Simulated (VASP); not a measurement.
# Si (I4/mmm) in VASP: further runs, part 2 of 2

VASP 6.6.1. Earlier steps stand in the parts before.

## 3. Relaxation of cell and atoms, PBE

This run uses another cell than the first one, of 21.26 Å³/atom.

File INCAR:

```
SYSTEM = Si
  PREC = Accurate
  ENCUT = 600
  EDIFF = 1E-6
  ISMEAR = 0
  SIGMA = 0.01
  LREAL = .FALSE.
  LASPH = .TRUE.
  NELM = 60
  ALGO = Normal
  ISIF = 3
  LWAVE = .FALSE.
  LCHARG = .FALSE.
  GGA = PE
  IBRION = 2
  NSW = 100
  EDIFFG = -0.005
```

File KPOINTS:

```
Automatic mesh
0
G
  10 10 10
  0 0 0
```

File POSCAR:

```
Si
1.0
   -3.3254442900      3.3254442900      1.9223856600
    3.3254442900     -3.3254442900      1.9223856600
    3.3254442900      3.3254442900     -1.9223856600
Si
4
Direct
    0.1788010600      0.1788010600      0.3576021200
    0.8211989400      0.8211989400      0.6423978800
    0.1788010600      0.8211989400      0.0000000000
    0.8211989400      0.1788010600      0.0000000000
```

Potentials or basis: VASP PAW PBE potentials, release 64 (Si).

The run is started by

```bash
$ cat potpaw_PBE.64/Si/POTCAR > POTCAR
$ mpirun -np 1 vasp_std > vasp.out
```

Wall time 7.3 min (1 thread of Intel Xeon 8259CL, shared host); peak memory 0.32 GiB.

It converged, with:

| Item | Value |
| --- | --- |
| Free energy | -21.2957 eV |
| Relaxed volume | 21.59 Å³/atom |
| Relaxed cell | a = 5.109 Å, b = 5.109 Å, c = 5.109 Å, α = 98.20°, β = 98.20°, γ = 135.61° |
| Space group after relaxing (to 0.1 Å) | I4/mmm (No. 139) |
| Energy gained by relaxing | 1.3 meV/atom |
| Ionic steps | 8 |
| Pressure after relaxing | 0.0 GPa |
| Band gap on the k mesh | 0.41 eV (least direct gap 0.44 eV) |

Step by step:
| step | energy change (eV) | largest force (eV/Å) | pressure (GPa) | volume (Å³) |
| --- | --- | --- | --- | --- |
| 1 | 0.0000 | 0.0082 | 1.30 | 85.04 |
| 2 | -0.0033 | 0.0354 | -0.76 | 87.18 |
| 3 | -0.0053 | 0.0251 | 0.00 | 86.35 |
| 4 | -0.0053 | 0.0255 | -0.01 | 86.38 |
| 5 | -0.0053 | 0.0003 | -0.02 | 86.39 |
| 6 | -0.0053 | 0.0066 | -0.02 | 86.39 |
| 7 | -0.0054 | 0.0023 | 0.01 | 86.36 |
| 8 | -0.0054 | 0.0001 | 0.00 | 86.37 |

Final structure:
```yaml
crystal:
  lattice:
    - [-3.34493, 3.34493, 1.92992]
    - [3.34493, -3.34493, 1.92992]
    - [3.34493, 3.34493, -1.92992]
  atoms:
    - { symbol: Si, position: [0.17861, 0.17861, 0.35723] }
    - { symbol: Si, position: [0.82139, 0.82139, 0.64277] }
    - { symbol: Si, position: [0.17861, 0.82139, 0.00000] }
    - { symbol: Si, position: [0.82139, 0.17861, 0.00000] }
```

Levels at points of the mesh, in eV from the valence-band top:
```
           k point  band 4  band 5  band 6  band 7  band 8  band 9  band 10  band 11  band 12
(0.00, 0.00, 0.00)   -5.52   -3.69   -1.44   -1.44   -0.54    1.46     1.57     1.57     2.34
(0.50, 0.00, 0.00)   -6.08   -4.26   -3.42   -2.32   -1.40    0.89     2.36     3.05     3.50
(0.50, 0.50, 0.00)   -4.92   -2.78   -1.94   -1.83   -1.57    1.65     1.95     1.97     3.95
(0.50, 0.50, 0.50)   -4.89   -2.86   -0.20    0.00    0.00    0.44     3.05     3.46     4.02
```

A k mesh can miss the band edges.

## 4. Single point, PBE

This run uses another cell than the first one: it holds 8 atoms, not 4.

File INCAR:

```
PREC = Accurate ; ENCUT = 520
EDIFF = 1E-7 ; ISMEAR = 0
SIGMA = 0.05 ; LREAL = F
LASPH = T ; NELM = 80
ALGO = Normal ; ISIF = 2
LWAVE = F ; LCHARG = F
GGA = PE ; NBANDS = 26
```

File KPOINTS:

```
regular mesh
0
Gamma
  10 10 4
```

File POSCAR:

```
Si
1.0
    0.0000000000      0.0000000000      3.8608359371
    3.3455832253     -3.3455832253     -1.9304179686
    6.6911664507      6.6911664507      0.0000000000
Si
8
Direct
    0.0000000000      0.0000000000      0.1786105076
    0.5000000000      0.0000000000      0.6786105076
    0.5000000000      0.0000000000      0.3213894924
    0.0000000000      0.0000000000      0.8213894924
    0.8213894924      0.6427789847      0.0000000000
    0.3213894924      0.6427789847      0.5000000000
    0.1786105076      0.3572210153      0.0000000000
    0.6786105076      0.3572210153      0.5000000000
```

Potentials or basis: VASP PAW PBE potentials, release 64 (Si).

The run is started by

```bash
$ cat potpaw_PBE.64/Si/POTCAR > POTCAR
$ mpirun -np 1 vasp_std > vasp.out
```

OUTCAR:

```text
PREC = Accurate
   ENCUT = 520
   EDIFF = 1E-7
   ISMEAR = 0
   LREAL = F
   LASPH = T
   NELM = 80
   ISIF = 2
   GGA = PE

 ion  position               nearest neighbor table
   1  0.000  0.000  0.179-   3 2.36   3 2.36   7 2.39   5 2.39
   2  0.500  0.000  0.679-   4 2.36   4 2.36   8 2.39   6 2.39
   3  0.500  0.000  0.321-   1 2.36   1 2.36   8 2.39   6 2.39
   4  0.000  0.000  0.821-   2 2.36   2 2.36   7 2.39   5 2.39
   5  0.821  0.643  0.000-   7 2.36   7 2.36   1 2.39   4 2.39
   6  0.321  0.643  0.500-   8 2.36   8 2.36   2 2.39   3 2.39
   7  0.179  0.357  0.000-   5 2.36   5 2.36   4 2.39   1 2.39
[... 925 lines left out ...]
  Total       -0.0608386     -0.0608386     -0.0716307      0.0006923     -0.0000000      0.0000000
  in kB       -0.5639032     -0.5639032     -0.6639339      0.0064165     -0.0000000      0.0000000
  external PRESSURE =      -0.5972467 kB  Pullay stress =       0.0000000 kB

 VOLUME and BASIS-vectors are now :
 -----------------------------------------------------------------------------
  energy-cutoff  :      520.00
  volume of cell :      172.86
      direct lattice vectors                 reciprocal lattice vectors
     0.000000000  0.000000000  3.860835937     0.074725387 -0.074725387  0.259011265
     3.345583225 -3.345583225 -1.930417969     0.149450773 -0.149450773  0.000000000
     6.691166451  6.691166451  0.000000000     0.074725387  0.074725387  0.000000000

 POSITION                                       TOTAL-FORCE (eV/Angst)
 -----------------------------------------------------------------------------------
      1.19511      1.19511      0.00000         0.000221      0.000221     -0.000000
      4.54070      4.54070      1.93042         0.000221      0.000221      0.000000
      2.15047      2.15047      1.93042        -0.000221     -0.000221     -0.000000
      5.49605      5.49605      0.00000        -0.000221     -0.000221      0.000000
      2.15047     -2.15047      1.93042        -0.000246      0.000246      0.000000
      5.49605      1.19511      0.00000        -0.000246      0.000246      0.000000
      1.19511     -1.19511     -0.00000         0.000246     -0.000246     -0.000000
      4.54070      2.15047      1.93042         0.000246     -0.000246     -0.000000
 -----------------------------------------------------------------------------------
    total drift:                                0.000000     -0.000000     -0.000000

  FREE ENERGIE OF THE ION-ELECTRON SYSTEM (eV)
  ---------------------------------------------------
  free  energy   TOTEN  =       -42.5907601033 eV

  energy  without entropy=      -42.5907601021  energy(sigma->0) =      -42.59076010
```

stdout:

```text
POSCAR found type information on POSCAR Si
 POSCAR found :  1 types and       8 ions
 scaLAPACK will be used
 LDA part: xc-table for (Slater+PW92), standard interpolation
 POSCAR, INCAR and KPOINTS ok, starting setup
 FFT: planning ... GRIDC
 FFT: planning ... GRID_SOFT
 FFT: planning ... GRID
 WAVECAR not read
 entering main loop
```

It took 7.6 min on 1 thread of Intel Xeon 8259CL, shared host; peak memory 0.46 GiB.

Results:

```
Free energy            : -42.5908 eV
Pressure               : -0.1 GPa
Band gap on the k mesh : 0.36 eV
```

A k mesh can miss the band edges.

## 5. The runs side by side

| task | cell | k mesh | cutoff (eV) | smearing | gap on the mesh (eV) | pressure (GPa) |
| --- | --- | --- | --- | --- | --- | --- |
| single point | a = 5.110 Å, angles 98.2, 98.2, 135.6°, 4 atoms, atomic positions A | 10 × 10 × 10 | 520 | gaussian 0.01 eV | 0.41 | -0.1 |
| relaxation of cell and atoms | relaxed from a = 5.081 Å, angles 98.2, 98.2, 135.5°, 4 atoms, atomic positions B | 10 × 10 × 10 | 600 | gaussian 0.01 eV | 0.41 | 0.0 |
| single point | a = 3.861, b = 5.110, c = 9.463 Å, angles 90.0, 90.0, 112.2°, 8 atoms, atomic positions C | 10 × 10 × 4 | 520 | gaussian 0.05 eV | 0.36 | -0.1 |

Alike in all rows: level PBE; potentials or basis VASP PAW PBE potentials, release 64 (Si); no spin polarisation.

Total energies depend on the potentials used, so only differences within one code and one set of settings carry meaning.
